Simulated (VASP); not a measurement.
# BN (P1) in VASP: single point with r2SCAN

Aim: the single point of BN with r2SCAN.

Everything below comes from runs of VASP 6.6.1. Logs are shortened: lines on timing, memory, paths and dates and some standing lists are left out, and cuts for length are marked.

## 1. The cell of the first run

The typed cell holds 4 atoms: a = 2.544 Å, b = 2.544 Å, c = 4.208 Å, α = 90.00°, β = 90.00°, γ = 120.00°.

## 2. Single point, r2SCAN (atom 1 (B) moved +0.200 Å along Cartesian [1 1 0])

Input file POSCAR:

```
BN
1.0
    2.5439665232      0.0000000000      0.0000000000
   -1.2719832616      2.2031396355      0.0000000000
    0.0000000000      0.0000000000      4.2077449317
B N
2 2
Direct
    0.7543529677      0.3975241608      0.9997995909
    0.3333333333      0.6666666667      0.4997995909
    0.6666666667      0.3333333333      0.6252004091
    0.3333333333      0.6666666667      0.1252004091
```

Input file INCAR.step1:

```
SYSTEM = BN
  PREC = Accurate
  ENCUT = 520
  ISMEAR = 0
  SIGMA = 0.05
  LREAL = .FALSE.
  LASPH = .TRUE.
  NELM = 80
  NBANDS = 16
  GGA = PE
  ALGO = Normal
  EDIFF = 1E-4
  LWAVE = .TRUE.
  LCHARG = .FALSE.
```

Input file INCAR.step2:

```
SYSTEM = BN
  PREC = Accurate
  ENCUT = 520
  EDIFF = 1E-7
  ISMEAR = 0
  SIGMA = 0.05
  LREAL = .FALSE.
  LASPH = .TRUE.
  NELM = 80
  ALGO = Normal
  ISIF = 2
  LWAVE = .FALSE.
  LCHARG = .TRUE.
  METAGGA = R2SCAN
  LMIXTAU = .TRUE.
  LELF = .TRUE.
  LVHAR = .TRUE.
  NBANDS = 16
  ISTART = 1
```

Input file KPOINTS:

```
Automatic mesh
0
G
  12 12 6
  0 0 0
```

Potentials or basis: VASP PAW PBE potentials, release 64 (B, N).

Run with:

```
$ cat potpaw_PBE.64/B/POTCAR potpaw_PBE.64/N/POTCAR > POTCAR
$ cp INCAR.step1 INCAR
$ mpirun -np 1 vasp_std > vasp.out
$ cp INCAR.step2 INCAR
$ mpirun -np 1 vasp_std > vasp.out
```

OUTCAR:

```text
SYSTEM = BN
   PREC = Accurate
   ENCUT = 520
   EDIFF = 1E-7
   ISMEAR = 0
   LREAL = .FALSE.
   LASPH = .TRUE.
   NELM = 80
   ISIF = 2
   METAGGA = R2SCAN
   ISTART = 1

 ion  position               nearest neighbor table
   1  0.754  0.398  1.000-   4 1.38   3 1.59   4 1.62   4 1.70
   2  0.333  0.667  0.500-   3 1.56   3 1.56   3 1.56   4 1.58
   3  0.667  0.333  0.625-   2 1.56   2 1.56   2 1.56   1 1.59
   4  0.333  0.667  0.125-   1 1.38   2 1.58   1 1.62   1 1.70

  LATTYP: Found a hexagonal cell.
 ALAT       =     2.5439665232
 C/A-ratio  =     1.6540095529

  Lattice vectors:

 A1 = (   2.5439665232,   0.0000000000,   0.0000000000)
 A2 = (  -1.2719832616,   2.2031396355,   0.0000000000)
 A3 = (   0.0000000000,   0.0000000000,   4.2077449317)

Analysis of symmetry for initial positions (statically):
=====================================================================
 Subroutine PRICEL returns:
 Original cell was already a primitive cell.

 Routine SETGRP: Setting up the symmetry group for a
 hexagonal supercell.

 Subroutine GETGRP returns: Found  1 space group operations
 (whereof  1 operations were pure point group operations)
 out of a pool of 24 trial point group operations.

The static configuration has the point symmetry C_1 .

Analysis of symmetry for dynamics (positions and initial velocities):
=====================================================================
 Subroutine PRICEL returns:
 Original cell was already a primitive cell.

 Routine SETGRP: Setting up the symmetry group for a
 hexagonal supercell.

 Subroutine GETGRP returns: Found  1 space group operations
 (whereof  1 operations were pure point group operations)
 out of a pool of 24 trial point group operations.

The dynamic configuration has the point symmetry C_1 .

 Subroutine INISYM returns: Found  1 space group operations
 (whereof  1 operations are pure point group operations),
 and found     1 'primitive' translations

----------------------------------------------------------------------------------------

                                     Primitive cell

  volume of cell :      23.5832

  direct lattice vectors                    reciprocal lattice vectors
     2.543966523  0.000000000  0.000000000     0.393086934  0.226948847  0.000000000
    -1.271983262  2.203139635  0.000000000     0.000000000  0.453897694  0.000000000
     0.000000000  0.000000000  4.207744932     0.000000000  0.000000000  0.237656991

  length of vectors
[... 90 lines left out ...]
   IBRION =     -1    ionic relax: 0-MD 1-quasi-New 2-CG
   NFREE  =      0    steps in history (QN), initial steepest desc. (CG)
   ISIF   =      2    stress and relaxation
   ISYM   =      2    0-nonsym 1-usesym 2-fastsym
   POTIM  = 0.5000    time-step for ionic-motion
   TEBEG  =    0.0;   TEEND  =   0.0 temperature during run
   PSTRESS=    0.0 pullay stress
   NELECT =      16.0000    total number of electrons
   NUPDOWN=      -1.0000    fix difference up-down
   EMIN   =  10.00;   EMAX   =-10.00  energy-range for DOS
   EFERMI =   0.00;   METHOD = LEGACY
   ISMEAR =     0;   SIGMA  =   0.05  broadening in eV -4-tet -1-fermi 0-gaus
   EFERMI_NEDOS =   21; number of points for ismear=-14 and -15
   IALGO  =     38    algorithm
   IMIX   =      4    mixing-type and parameters
     AMIX     =   0.40;   BMIX     =  1.00
     AMIX_MAG =   1.60;   BMIX_MAG =  1.00
  volume/ion in A,a.u.               =       5.90        39.79
  Fermi-wavevector in a.u.,A,eV,Ry     =   1.438513  2.718396 28.154815  2.069321
  Thomas-Fermi vector in A             =   2.557472
   LORBIT       =      0    0 simple, 1 ext, 2 COOP (PROOUT), +10 PAW based schemes
   METAGGA = R2SCAN    functional components
   LHFCALC =     F    Hartree Fock is set to
   AEXX    =    0.0000 exact exchange contribution
   IVDW    =     0    specifies the selected vdW correction
   LEPSILON=     F    determine dielectric tensor
   LRPA    =     F    only Hartree local field effects (RPA)
 non-spin polarized calculation
 Gauss-broadening in eV      SIGMA  =   0.05
  energy-cutoff  :      520.00
  volume of cell :       23.58
 maximum number of plane-waves:       652
   NGX =  9   NGY =  9   NGZ = 15

 number of electron      16.0000000 magnetization

 Free energy of the ion-electron system (eV)
  ---------------------------------------------------
  ext. energy  EPLUGINS =         0.00000000
  ---------------------------------------------------
  free energy    TOTEN  =       -37.69416814 eV

  energy without entropy =      -37.69416814  energy(sigma->0) =      -37.69416814

 E-fermi :   8.5547     XC(G=0): -13.6397

 val. band max:        8.2257685616   @ k =   0.0000   0.0000   0.0000
 cond. band min:      13.0113498592   @ k =   0.3333   0.3333   0.0000
 fundamental gap:      4.7855812976
 Fermi energy:         8.5547245897

 k-point     1 :       0.0000    0.0000    0.0000
  band No.  band energies     occupation
      1     -14.0923      2.00000
      2      -9.8971      2.00000
      3      -3.9077      2.00000
      4       4.1792      2.00000
      5       5.7820      2.00000
      6       6.5521      2.00000
[... 433 lines left out ...]
      3      -2.8507      2.00000
      4       1.9573      2.00000
      5       2.6643      2.00000
      6       4.9326      2.00000
[... 8 lines left out ...]
     15      23.6124      0.00000
     16      24.5050      0.00000

 [... further k-points ...]

------------------------ aborting loop because EDIFF is reached ----------------------------------------

  FORCE on cell =-STRESS in cart. coord.  units (eV):
  Direction    XX          YY          ZZ          XY          YZ          ZX
  --------------------------------------------------------------------------------------
  -------------------------------------------------------------------------------------
  Total        1.9128764      1.1369887      0.6348844      0.8988577      0.3293637      0.9320654
  in kB      129.9555006     77.2438494     43.1322801     61.0658892     22.3760517     63.3219331
  external PRESSURE =      83.4438767 kB  Pullay stress =       0.0000000 kB

 VOLUME and BASIS-vectors are now :
 -----------------------------------------------------------------------------
  energy-cutoff  :      520.00
  volume of cell :       23.58
      direct lattice vectors                 reciprocal lattice vectors
     2.543966523  0.000000000  0.000000000     0.393086934  0.226948847  0.000000000
    -1.271983262  2.203139635  0.000000000     0.000000000  0.453897694  0.000000000
     0.000000000  0.000000000  4.207744932     0.000000000  0.000000000  0.237656991

 POSITION                                       TOTAL-FORCE (eV/Angst)
 -----------------------------------------------------------------------------------
      1.41340      0.87580      4.20690        -5.031060     -3.566121     -1.211203
     -0.00000      1.46876      2.10303         0.030595      0.018187     -0.061488
      1.27198      0.73438      2.63068         0.705262      0.709580      0.075894
     -0.00000      1.46876      0.52681         4.295203      2.838354      1.196798
 -----------------------------------------------------------------------------------
    total drift:                               -0.000019      0.000010      0.001983

  FREE ENERGIE OF THE ION-ELECTRON SYSTEM (eV)
  ---------------------------------------------------
  free  energy   TOTEN  =       -37.6941681440 eV

  energy  without entropy=      -37.6941681440  energy(sigma->0) =      -37.69416814
```

OUTCAR.step1:

```text
SYSTEM = BN
   PREC = Accurate
   ENCUT = 520
   ISMEAR = 0
   LREAL = .FALSE.
   LASPH = .TRUE.
   NELM = 80
[... 684 lines left out ...]
     -0.00000      1.46876      2.10303         0.036177      0.025318     -0.059846
      1.27198      0.73438      2.63068         0.669618      0.673411      0.080294
     -0.00000      1.46876      0.52681         4.344962      2.873794      1.210206
 -----------------------------------------------------------------------------------
    total drift:                               -0.001336     -0.000965     -0.000423

  FREE ENERGIE OF THE ION-ELECTRON SYSTEM (eV)
  ---------------------------------------------------
  free  energy   TOTEN  =       -34.2534843994 eV

  energy  without entropy=      -34.2534843994  energy(sigma->0) =      -34.25348440
```

OSZICAR.step1:

```text
N       E                     dE             d eps       ncg     rms          rms(c)
DAV:   1     0.390777446116E+02    0.39078E+02   -0.83671E+03 13984   0.972E+02
DAV:   2    -0.341117859309E+02   -0.73190E+02   -0.68257E+02 19800   0.231E+02
DAV:   3    -0.363688803875E+02   -0.22571E+01   -0.22521E+01 16224   0.374E+01
DAV:   4    -0.363742284776E+02   -0.53481E-02   -0.53477E-02 17360   0.208E+00
DAV:   5    -0.363742431573E+02   -0.14680E-04   -0.14680E-04 14824   0.101E-01    0.988E+00
DAV:   6    -0.344296831027E+02    0.19446E+01   -0.24652E+00 18240   0.144E+01    0.463E+00
DAV:   7    -0.342838223343E+02    0.14586E+00   -0.36293E-01 18728   0.491E+00    0.283E+00
DAV:   8    -0.342544203948E+02    0.29402E-01   -0.56918E-02 17544   0.202E+00    0.275E-01
DAV:   9    -0.342532231782E+02    0.11972E-02   -0.30412E-03 16624   0.622E-01    0.149E-01
DAV:  10    -0.342534667261E+02   -0.24355E-03   -0.53382E-04 17208   0.189E-01    0.338E-02
DAV:  11    -0.342534843994E+02   -0.17673E-04   -0.45723E-05  8328   0.657E-02
   1 F= -.34253484E+02 E0= -.34253484E+02  d E =-.585575E-15
```

It took 4.2 min on 1 thread of Intel Xeon 6975P-C (Granite Rapids), shared host; peak memory 0.24 GiB.

What came out:

```
Free energy            : -37.6942 eV
Pressure               : 8.3 GPa
Largest force          : 6.285 eV/Å
Band gap on the k mesh : 4.79 eV (least direct gap 7.37 eV)
```

Forces in eV/Å, atoms in the order of the input:
```
B   -5.031 -3.566 -1.211
B    0.031  0.018 -0.061
N    0.705  0.710  0.076
N    4.295  2.838  1.197
```

Stress tensor (GPa, compression positive):
```
13.00  6.11  6.33
 6.11  7.72  2.24
 6.33  2.24  4.31
```

Caveat: the cell differs from its parent crystal (atom 1 (B) moved +0.200 Å along Cartesian [1 1 0]); the stress differs along the axes, from 4 to 13 GPa; the PAW data sets were made with another functional, which shifts forces and pressure a little. A k mesh can miss the band edges.
